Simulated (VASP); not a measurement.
# Bi2Cl (I4/mcm) in VASP: a series of runs

The runs below take Bi2Cl through single point, with PBE.

Program: VASP 6.6.1. These are calculated values, not measurements. Logs are shortened: lines on timing, memory, paths and dates and some standing lists are left out, and cuts for length are marked.

## (1) The cell of the first run

It takes space group I4/mcm (No. 140, tetragonal). Conventional cell: a = 7.524 Å, b = 7.524 Å, c = 6.263 Å, α = 90.00°, β = 90.00°, γ = 90.00°. Within 4.2 Å of Bi (site symmetry m2m) lie 4 Cl at 3.21 Å and 11 Bi at 3.55 to 4.02 Å. Within 4.1 Å of Cl (site symmetry 422) lie 2 Cl at 3.13 Å and 8 Bi at 3.21 Å.

## (2) Single point, PBE

Input file INCAR:

```
SYSTEM = Bi2Cl
PREC = Accurate
ENCUT = 520
EDIFF = 1E-6
ISMEAR = 0
SIGMA = 0.1
LREAL = .FALSE.
LASPH = .TRUE.
NELM = 80
ALGO = Fast
ISIF = 2
LWAVE = .FALSE.
LCHARG = .FALSE.
GGA = PE
NBANDS = 46
```

Input file KPOINTS:

```
Automatic mesh
0
G
  4 4 4
  0 0 0
```

Input file POSCAR:

```
Bi2Cl
1.0
   -3.7618535524      3.7618535524      3.1313712501
    3.7618535524     -3.7618535524      3.1313712501
    3.7618535524      3.7618535524     -3.1313712501
Bi Cl
4 2
Direct
    0.6670000000      0.1670000000      0.8340000000
    0.1670000000      0.3330000000      0.5000000000
    0.3330000000      0.8330000000      0.1660000000
    0.8330000000      0.6670000000      0.5000000000
    0.2500000000      0.2500000000      0.0000000000
    0.7500000000      0.7500000000      0.0000000000
```

Potentials or basis: VASP PAW PBE potentials, release 64 (Bi_d, Cl).

Run with:

```
cat potpaw_PBE.64/Bi_d/POTCAR potpaw_PBE.64/Cl/POTCAR > POTCAR
mpirun -np 1 vasp_std > vasp.out
```

OUTCAR:

```text
SYSTEM = Bi2Cl
   PREC = Accurate
   ENCUT = 520
   EDIFF = 1E-6
   ISMEAR = 0
   LREAL = .FALSE.
   LASPH = .TRUE.
   NELM = 80
   ISIF = 2
   GGA = PE

 ion  position               nearest neighbor table
   1  0.667  0.167  0.834-   5 3.21   6 3.21   5 3.21   6 3.21   3 3.55   3 3.60   3 3.60
   2  0.167  0.333  0.500-   5 3.21   5 3.21   6 3.21   6 3.21   4 3.55   4 3.60   4 3.60
   3  0.333  0.833  0.166-   5 3.21   6 3.21   5 3.21   6 3.21   1 3.55   1 3.60   1 3.60
   4  0.833  0.667  0.500-   6 3.21   6 3.21   5 3.21   5 3.21   2 3.55   2 3.60   2 3.60
   5  0.250  0.250  0.000-   1 3.21   2 3.21   3 3.21   2 3.21   4 3.21   3 3.21   4 3.21   1 3.21

   6  0.750  0.750  0.000-   1 3.21   3 3.21   4 3.21   4 3.21   3 3.21   2 3.21   1 3.21   2 3.21

  LATTYP: Found a body centered tetragonal cell.
 ALAT       =     7.5237071048
 C/A-ratio  =     0.8324011572

  Lattice vectors:

 A1 = (  -3.7618535524,   3.7618535524,   3.1313712501)
 A2 = (   3.7618535524,  -3.7618535524,   3.1313712501)
 A3 = (   3.7618535524,   3.7618535524,  -3.1313712501)

Analysis of symmetry for initial positions (statically):
=====================================================================
 Subroutine PRICEL returns:
 Original cell was already a primitive cell.

 Routine SETGRP: Setting up the symmetry group for a
 body centered tetragonal supercell.

 Subroutine GETGRP returns: Found 16 space group operations
 (whereof  8 operations were pure point group operations)
 out of a pool of 16 trial point group operations.

The static configuration has the point symmetry C_4h.
 The point group associated with its full space group is D_4h.

Analysis of symmetry for dynamics (positions and initial velocities):
=====================================================================
 Subroutine PRICEL returns:
 Original cell was already a primitive cell.

 Routine SETGRP: Setting up the symmetry group for a
 body centered tetragonal supercell.

 Subroutine GETGRP returns: Found 16 space group operations
 (whereof  8 operations were pure point group operations)
 out of a pool of 16 trial point group operations.

The dynamic configuration has the point symmetry C_4h.
 The point group associated with its full space group is D_4h.

 Subroutine INISYM returns: Found 16 space group operations
 (whereof  8 operations are pure point group operations),
 and found     1 'primitive' translations

----------------------------------------------------------------------------------------

                                     Primitive cell

  volume of cell :     177.2549

  direct lattice vectors                    reciprocal lattice vectors
    -3.761853552  3.761853552  3.131371250     0.000000000  0.132913202  0.159674456
     3.761853552 -3.761853552  3.131371250     0.132913202  0.000000000  0.159674456
     3.761853552  3.761853552 -3.131371250     0.132913202  0.132913202  0.000000000

  length of vectors
     6.173213928  6.173213928  6.173213928     0.207754304  0.207754304  0.187967652

  position of ions in fractional coordinates (direct lattice)
     0.667000000  0.167000000  0.834000000
     0.167000000  0.333000000  0.500000000
     0.333000000  0.833000000  0.166000000
     0.833000000  0.667000000  0.500000000
     0.250000000  0.250000000  0.000000000
     0.750000000  0.750000000  0.000000000

  ion indices of the primitive-cell ions
   primitive index   ion index
                 1           1
                 2           2
                 3           3
                 4           4
                 5           5
                 6           6

----------------------------------------------------------------------------------------

 KPOINTS: Automatic mesh

Automatic generation of k-mesh.
 Grid dimensions read from file:
 generate k-points for:    4    4    4

 Generating k-lattice:

  Cartesian coordinates                     Fractional coordinates (reciprocal lattice)
     0.000000000  0.033228300  0.039918614     0.250000000  0.000000000 -0.000000000
     0.033228300  0.000000000  0.039918614     0.000000000  0.250000000 -0.000000000
     0.033228300  0.033228300  0.000000000     0.000000000  0.000000000  0.250000000

  Length of vectors
     0.051938576  0.051938576  0.046991913

  Shift w.r.t. Gamma in fractional coordinates (k-lattice)
     0.000000000  0.000000000  0.000000000

 Subroutine IBZKPT returns following result:
 ===========================================

 Found     13 irreducible k-points:

 Following reciprocal coordinates:
            Coordinates               Weight
  0.000000  0.000000  0.000000      1.000000
  0.250000  0.000000  0.000000      8.000000
  0.500000  0.000000  0.000000      4.000000
  0.250000  0.250000  0.000000      8.000000
  0.500000  0.250000  0.000000     16.000000
 -0.250000  0.250000  0.000000      4.000000
  0.500000  0.500000  0.000000      2.000000
  0.250000  0.250000  0.250000      2.000000
 -0.250000  0.250000  0.250000      4.000000
  0.500000  0.500000  0.250000      4.000000
 -0.250000  0.500000  0.250000      8.000000
 -0.250000 -0.250000  0.250000      2.000000
  0.500000  0.500000  0.500000      1.000000
   k-points           NKPTS =     13   k-points in BZ     NKDIM =     13   number of bands    NBANDS=     46
   number of dos      NEDOS =    301   number of ions     NIONS =      6
   total plane-waves  NPLWV = 110592
   dimension x,y,z NGX =    48 NGY =   48 NGZ =   48
   dimension x,y,z NGXF=    96 NGYF=   96 NGZF=   96
   ions per type =               4   2
   NGX,Y,Z   is equivalent  to a cutoff of  12.93, 12.93, 12.93 a.u.
   NGXF,Y,Z  is equivalent  to a cutoff of  25.85, 25.85, 25.85 a.u.
 SYSTEM =  Bi2Cl
   PREC   = accura    normal or accurate (medium, high low for compatibility)
   ISTART =      0    job   : 0-new  1-cont  2-samecut
   ICHARG =      2    charge: 1-file 2-atom 10-const
   ISPIN  =      1    spin polarized calculation?
   LNONCOLLINEAR =      F non collinear calculations
   LSORBIT =      F    spin-orbit coupling
   LASPH  =      T    aspherical Exc in radial PAW
   ENCUT  =  520.0 eV  38.22 Ry    6.18 a.u.  11.48 11.48 11.48*2*pi/ulx,y,z
   NELM   =     80;   NELMIN=  2; NELMDL= -5     # of ELM steps
   EDIFF  = 0.1E-05   stopping-criterion for ELM
   LREAL  =      F    real-space projection
   EDIFFG = 0.1E-04   stopping-criterion for IOM
   NSW    =      0    number of steps for IOM
   IBRION =     -1    ionic relax: 0-MD 1-quasi-New 2-CG
   NFREE  =      0    steps in history (QN), initial steepest desc. (CG)
   ISIF   =      2    stress and relaxation
   ISYM   =      2    0-nonsym 1-usesym 2-fastsym
   POTIM  = 0.5000    time-step for ionic-motion
   TEBEG  =    0.0;   TEEND  =   0.0 temperature during run
   PSTRESS=    0.0 pullay stress
   NELECT =      74.0000    total number of electrons
   NUPDOWN=      -1.0000    fix difference up-down
   EMIN   =  10.00;   EMAX   =-10.00  energy-range for DOS
   EFERMI =   0.00;   METHOD = LEGACY
   ISMEAR =     0;   SIGMA  =   0.10  broadening in eV -4-tet -1-fermi 0-gaus
   EFERMI_NEDOS =   21; number of points for ismear=-14 and -15
   IALGO  =     68    algorithm
   IMIX   =      4    mixing-type and parameters
     AMIX     =   0.40;   BMIX     =  1.00
     AMIX_MAG =   1.60;   BMIX_MAG =  1.00
  volume/ion in A,a.u.               =      29.54       199.36
  Fermi-wavevector in a.u.,A,eV,Ry     =   1.223543  2.312161 20.368709  1.497058
  Thomas-Fermi vector in A             =   2.358650
   LORBIT       =      0    0 simple, 1 ext, 2 COOP (PROOUT), +10 PAW based schemes
   GGA     = PE    functional components
   LHFCALC =     F    Hartree Fock is set to
   AEXX    =    0.0000 exact exchange contribution
   IVDW    =     0    specifies the selected vdW correction
   LEPSILON=     F    determine dielectric tensor
   LRPA    =     F    only Hartree local field effects (RPA)
 non-spin polarized calculation
 RMM-DIIS sequential band-by-band and
 Gauss-broadening in eV      SIGMA  =   0.10
  energy-cutoff  :      520.00
  volume of cell :      177.25
 maximum number of plane-waves:      4800
 NGX is ok and might be reduce to    48
   NGX = 23   NGY = 23   NGZ = 23

 number of electron      73.9999985 magnetization

 Free energy of the ion-electron system (eV)
  ---------------------------------------------------
  ext. energy  EPLUGINS =         0.00000000
  ---------------------------------------------------
  free energy    TOTEN  =       -18.40321201 eV

  energy without entropy =      -18.37565685  energy(sigma->0) =      -18.38943443

 E-fermi :   6.4164     XC(G=0):  -9.8098

 val. band max:        6.3958610637   @ k =  -0.2500   0.5000   0.2500
 cond. band min:       6.4198096147   @ k =   0.5000   0.5000   0.0000
 fundamental gap:      0.0239485510
 Fermi energy:         6.4163921979

 k-point     1 :       0.0000    0.0000    0.0000
  band No.  band energies     occupation
      1     -16.9394      2.00000
      2     -16.9303      2.00000
      3     -16.9155      2.00000
      4     -16.9005      2.00000
      5     -16.9005      2.00000
      6     -16.8790      2.00000
[... 38 lines left out ...]
     45      12.8407      0.00000
     46      12.9989      0.00000

 k-point     2 :       0.2500    0.0000    0.0000
  band No.  band energies     occupation
      1     -16.9344      2.00000
      2     -16.9285      2.00000
      3     -16.9052      2.00000
      4     -16.9028      2.00000
      5     -16.9020      2.00000
      6     -16.8889      2.00000
[... 38 lines left out ...]
     45      12.7872      0.00000
     46      13.2130      0.00000

 k-point     3 :       0.5000    0.0000    0.0000
  band No.  band energies     occupation
      1     -16.9234      2.00000
      2     -16.9234      2.00000
      3     -16.9113      2.00000
      4     -16.9113      2.00000
      5     -16.8924      2.00000
      6     -16.8924      2.00000
[... 38 lines left out ...]
     45      12.6833      0.00000
     46      12.7204      0.00000

 k-point     4 :       0.2500    0.2500    0.0000
  band No.  band energies     occupation
      1     -16.9238      2.00000
      2     -16.9229      2.00000
      3     -16.9125      2.00000
      4     -16.9116      2.00000
      5     -16.8930      2.00000
      6     -16.8889      2.00000
[... 381 lines left out ...]
     45      12.3772      0.00000
     46      12.8868      0.00000

 k-point    12 :      -0.2500   -0.2500    0.2500
  band No.  band energies     occupation
      1     -16.9240      2.00000
      2     -16.9227      2.00000
      3     -16.9099      2.00000
      4     -16.9099      2.00000
      5     -16.8898      2.00000
      6     -16.8885      2.00000
[... 38 lines left out ...]
     45      11.8295      0.00000
     46      12.7886      0.00000

 k-point    13 :       0.5000    0.5000    0.5000
  band No.  band energies     occupation
      1     -16.9205      2.00000
      2     -16.9205      2.00000
      3     -16.9135      2.00000
      4     -16.9063      2.00000
      5     -16.8930      2.00000
      6     -16.8930      2.00000
[... 38 lines left out ...]
     45      12.3076      0.00000
     46      12.9235      0.00000

------------------------ aborting loop because EDIFF is reached ----------------------------------------

  FORCE on cell =-STRESS in cart. coord.  units (eV):
  Direction    XX          YY          ZZ          XY          YZ          ZX
  --------------------------------------------------------------------------------------
  -------------------------------------------------------------------------------------
  Total       -1.4893652     -1.4893652     -0.9060262      0.0000000      0.0000000      0.0000000
  in kB      -13.4621204    -13.4621204     -8.1894176      0.0000000      0.0000000      0.0000000
  external PRESSURE =     -11.7045528 kB  Pullay stress =       0.0000000 kB

 VOLUME and BASIS-vectors are now :
 -----------------------------------------------------------------------------
  energy-cutoff  :      520.00
  volume of cell :      177.25
      direct lattice vectors                 reciprocal lattice vectors
    -3.761853552  3.761853552  3.131371250     0.000000000  0.132913202  0.159674456
     3.761853552 -3.761853552  3.131371250     0.132913202  0.000000000  0.159674456
     3.761853552  3.761853552 -3.131371250     0.132913202  0.132913202  0.000000000

 POSITION                                       TOTAL-FORCE (eV/Angst)
 -----------------------------------------------------------------------------------
      1.25646      5.01831      0.00000        -0.169525     -0.169525      0.000000
      2.50539      1.25646      0.00000         0.169525     -0.169525      0.000000
      2.50539     -1.25646      3.13137         0.169525      0.169525      0.000000
      1.25646      2.50539      3.13137        -0.169525      0.169525     -0.000000
      0.00000      0.00000      1.56569        -0.000000     -0.000000      0.000000
      0.00000      0.00000      4.69706         0.000000      0.000000      0.000000
 -----------------------------------------------------------------------------------
    total drift:                               -0.000000     -0.000000      0.000000

  FREE ENERGIE OF THE ION-ELECTRON SYSTEM (eV)
  ---------------------------------------------------
  free  energy   TOTEN  =       -18.4032120103 eV

  energy  without entropy=      -18.3756568546  energy(sigma->0) =      -18.38943443
```

Run time: 2.1 min. Hardware: 1 thread of Oxide Virtual Turin-like, shared host; peak memory 0.33 GiB.

Results:

```yaml
Free_energy: -18.4032 eV
Pressure: -1.2 GPa
Largest_force: 0.240 eV/Å
Band_gap_on_the_k_mesh: zero (bands 37 and 38 overlap by 1.45 eV)
```

Forces in eV/Å, atoms in the order of the input:
```
Bi  -0.170 -0.170  0.000
Bi   0.170 -0.170  0.000
Bi   0.170  0.170  0.000
Bi  -0.170  0.170  0.000
Cl   0.000  0.000  0.000
Cl   0.000  0.000  0.000
```

Stress tensor (GPa, compression positive):
```
-1.35  0.00  0.00
 0.00 -1.35  0.00
 0.00  0.00 -0.82
```

Levels at points of the mesh, in eV from the Fermi level:
| k point | band 34 | band 35 | band 36 | band 37 | band 38 | band 39 | band 40 | band 41 |
| --- | --- | --- | --- | --- | --- | --- | --- | --- |
| (0.00, 0.00, 0.00) | -1.32 | -1.30 | -0.62 | -0.62 | -0.21 | -0.21 | 0.58 | 1.75 |
| (0.50, 0.00, 0.00) | -2.45 | -1.06 | -1.06 | 0.71 | 0.71 | 1.21 | 1.21 | 1.30 |
| (0.50, 0.50, 0.00) | -2.02 | -1.06 | -0.91 | -0.78 | -0.72 | 0.00 | 0.67 | 1.46 |
| (0.50, 0.50, 0.50) | -2.21 | -1.44 | -0.92 | -0.69 | -0.69 | 1.06 | 1.47 | 1.73 |

Caveat: spin-orbit coupling is left out, which moves the levels of the heavy elements.

## (3) Single point, PBE

This run uses another cell than the first one, of 30.77 Å³/atom.

Input file INCAR:

```
SYSTEM = Bi2Cl
PREC = Accurate ; ENCUT = 520
EDIFF = 1E-7 ; ISMEAR = 0
SIGMA = 0.1 ; LREAL = .False.
LASPH = .True. ; NELM = 60
ALGO = Fast ; ISIF = 2
LWAVE = .False. ; LCHARG = .True.
GGA = PE ; LELF = .True.
LVHAR = .True. ; NBANDS = 46
```

Input file KPOINTS:

```
regular mesh
0
Gamma
  8 8 8
  0 0 0
```

Input file POSCAR:

```
Bi2Cl
1.0
   -3.8816020298      3.8816020298      3.0632343459
    3.8816020298     -3.8816020298      3.0632343459
    3.8816020298      3.8816020298     -3.0632343459
Bi Cl
4 2
Direct
    0.6322929921      0.1322929921      0.7645859842
    0.1322929921      0.3677070079      0.5000000000
    0.3677070079      0.8677070079      0.2354140158
    0.8677070079      0.6322929921      0.5000000000
    0.2500000000      0.2500000000      0.0000000000
    0.7500000000      0.7500000000      0.0000000000
```

Potentials or basis: VASP PAW PBE potentials, release 64 (Bi_d, Cl).

Run with:

```
cat potpaw_PBE.64/Bi_d/POTCAR potpaw_PBE.64/Cl/POTCAR > POTCAR
mpirun -np 1 vasp_std > vasp.out
```

It took 18 min on 1 thread of Oxide Virtual Turin-like, shared host; peak memory 0.52 GiB.

Results (log left out):

- Free energy: -19.1281 eV
- Pressure: -0.1 GPa
- Largest force: 0.005 eV/Å
- Band gap on the k mesh: zero (bands 37 and 38 overlap by 1.28 eV)

Forces in eV/Å, atoms in the order of the input:
```
Bi   0.004  0.004  0.000
Bi  -0.004  0.004  0.000
Bi  -0.004 -0.004  0.000
Bi   0.004 -0.004  0.000
Cl   0.000  0.000  0.000
Cl   0.000  0.000  0.000
```

Levels at points of the mesh, in eV from the Fermi level:
| k point | band 34 | band 35 | band 36 | band 37 | band 38 | band 39 | band 40 | band 41 |
| --- | --- | --- | --- | --- | --- | --- | --- | --- |
| (0.00, 0.00, 0.00) | -2.27 | -0.85 | -0.50 | -0.50 | 0.34 | 0.40 | 0.40 | 2.34 |
| (0.50, 0.00, 0.00) | -2.02 | -1.17 | -1.17 | 0.26 | 0.26 | 1.48 | 1.48 | 2.08 |
| (0.50, 0.50, 0.00) | -1.22 | -0.92 | -0.86 | -0.84 | -0.82 | 0.85 | 1.17 | 1.88 |
| (0.50, 0.50, 0.50) | -0.80 | -0.71 | -0.40 | -0.40 | -0.11 | 0.93 | 1.27 | 1.27 |

Caveat: spin-orbit coupling is left out, which moves the levels of the heavy elements.

The gap in the log of VASP goes by the Fermi energy; the results here count the filled bands.